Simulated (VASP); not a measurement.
A run of VASP 6.6.1 is set up as follows.

The input POSCAR:

```
Ge
1.0
    4.0045997429      0.0000000000      0.0000000000
   -2.0022998715      3.4680851094      0.0000000000
    0.0000000000      0.0000000000     13.1336304066
Ge
8
Direct
    0.0000000000      0.0000000000      0.0004863076
    0.3333333333      0.6666666667      0.2495876104
    0.0000000000      0.0000000000      0.5004863076
    0.6666666667      0.3333333333      0.7495876104
    0.0000000000      0.0000000000      0.1870136924
    0.3333333333      0.6666666667      0.4379123896
    0.0000000000      0.0000000000      0.6870136924
    0.6666666667      0.3333333333      0.9379123896
```

Contents of INCAR.step1:

```
SYSTEM = Ge
PREC = Accurate
ENCUT = 520
ISMEAR = -1
SIGMA = 0.02
LREAL = .False.
LASPH = .True.
NELM = 60
NBANDS = 66
GGA = PE
ALGO = Normal
EDIFF = 1E-4
LWAVE = .True.
LCHARG = .False.
```

The input INCAR.step2:

```
SYSTEM = Ge
PREC = Accurate
ENCUT = 520
EDIFF = 1E-6
ISMEAR = -1
SIGMA = 0.02
LREAL = .False.
LASPH = .True.
NELM = 60
ALGO = Normal
ISIF = 2
LWAVE = .False.
LCHARG = .False.
METAGGA = R2SCAN
LMIXTAU = .True.
NBANDS = 66
ISTART = 1
```

The input KPOINTS:

```
regular mesh
0
Gamma
  12 12 2
  0 0 0
```

Potentials or basis: VASP PAW PBE potentials, release 64 (Ge_d).

Launch:

```sh
$ cat potpaw_PBE.64/Ge_d/POTCAR > POTCAR
$ cp INCAR.step1 INCAR
$ mpirun -np 1 vasp_std > vasp.out
$ cp INCAR.step2 INCAR
$ mpirun -np 1 vasp_std > vasp.out
```

(1) What does it give for the band gap on the k mesh?

(2) What does it give for the pressure?

(3) Estimate the largest force.

## Answers

(1) 0.24 eV.

(2) 0.1 GPa.

(3) 0.024 eV/Å.

Caveat: the PAW data sets were made with another functional, which shifts forces and pressure a little.
